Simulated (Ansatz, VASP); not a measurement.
## In: VASP beside Ansatz

```
In
1.0
     5.93588    0.00000    0.00000
     0.00000    5.93588    0.00000
     0.00000    0.00000    5.93588
In
8
Cartesian
  0.0000 0.0000 0.0000
  2.9679 2.9679 2.9679
  1.4840 0.0000 2.9679
  4.4519 0.0000 2.9679
  2.9679 1.4840 0.0000
  2.9679 4.4519 0.0000
  0.0000 2.9679 1.4840
  0.0000 2.9679 4.4519
```

Alike in both runs: task relaxation of cell and atoms; functional LDA; k mesh 5 × 5 × 5; occupations fermi-dirac, width 0.1 eV; no spin polarisation.

```csv
,VASP,Ansatz
version,VASP 6.6.1,Ansatz 0.2.0
potentials or method,"VASP PAW LDA potentials, release 64 (In_d), cutoff 600 eV","plane waves (420 eV) with PAW, scalar-relativistic"
valence electrons in the cell,104,104
```

Ansatz gave:

* relaxed volume (Å³/atom): 25.29
* relaxed cell length with the largest relative difference (Å): 5.871

Problem. What did VASP give for the same quantities?

Solution. Relaxed volume (Å³/atom): 25.35; relaxed cell length with the largest relative difference (Å): 5.875.

Ansatz warns that its potentials were made for another functional, while VASP's fit it. LDA's correlation is that of Perdew and Zunger in VASP and of Perdew and Wang (1992) in Ansatz.
